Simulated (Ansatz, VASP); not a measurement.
## One calculation of ZnSe, two programs

Contents of POSCAR:

```
ZnSe
1.0
    0.0000000000      2.6907996506      2.6907996506
    2.6907996506      0.0000000000      2.6907996506
    2.6907996506      2.6907996506      0.0000000000
Zn Se
1 1
Direct
    0.0000000000      0.0000000000      0.0000000000
    0.2500000000      0.2500000000      0.2500000000
```

The input INCAR.step1:

```
  PREC = Accurate
  ENCUT = 520
  ISMEAR = 0
  SIGMA = 0.01
  LREAL = False
  LASPH = True
  NELM = 100
  NBANDS = 16
  GGA = PE
  ALGO = Normal
  EDIFF = 1E-4
  LWAVE = True
  LCHARG = False
```

File INCAR.step2:

```
  PREC = Accurate
  ENCUT = 520
  EDIFF = 1E-6
  ISMEAR = 0
  SIGMA = 0.01
  LREAL = False
  LASPH = True
  NELM = 100
  ALGO = Normal
  ISIF = 2
  LWAVE = False
  LCHARG = False
  METAGGA = R2SCAN
  LMIXTAU = True
  NBANDS = 16
  ISTART = 1
```

KPOINTS

```
regular mesh
0
Gamma
  8 8 8
```

Input for Ansatz:

```yaml
crystal:
  lattice:
    - [0.0, 2.6907996506, 2.6907996506]
    - [2.6907996506, 0.0, 2.6907996506]
    - [2.6907996506, 2.6907996506, 0.0]
  atoms:
    - { symbol: Zn, position: [0.0, 0.0, 0.0] }
    - { symbol: Se, position: [0.25, 0.25, 0.25] }
kpoints:
  mp_grid: { grid: [8, 8, 8] }
  band_path:
    path:
      - [0.0, 0.0, 0.0]
      - [-0.5, -0.5, 0.0]
      - [-0.375, -0.375, 0.25]
      - [-0.375, 0.0, 0.375]
      - [0.0, 0.0, 0.5]
      - [-0.5, -0.25, 0.25]
    npoints: 1
hamiltonian:
  xc: r2scan
scf:
  occupations: { method: fixed }
  n_extra_bands: 4
output:
  forces: true
  stress: true
  eigenvalues: true
```

Change from the starting cell: hydrostatic strain -5.0%.

Alike in both runs: task single point; functional r2SCAN; k mesh 8 × 8 × 8; no spin polarisation.

```csv
,VASP,Ansatz
version,VASP 6.6.1,Ansatz 0.2.0
potentials or method,"VASP PAW PBE potentials, release 64 (Zn, Se)","plane waves, PAW"
plane-wave cutoff (eV),520,500
occupations,"gaussian, width 0.01 eV",fixed
valence electrons in the cell,18,28
```

|  | VASP | Ansatz | Ansatz less VASP |
| --- | --- | --- | --- |
| gap on the k mesh at the Fermi level (eV) | 2.58 | 2.56 | -0.016 |
| pressure (GPa) | 14.4 | 14.2 | -0.22 |

VASP's potentials were made for PBE, not for r2SCAN. VASP's potentials hold 18 valence electrons a cell and Ansatz's 28, so a difference there can come from the potentials and not from the codes.
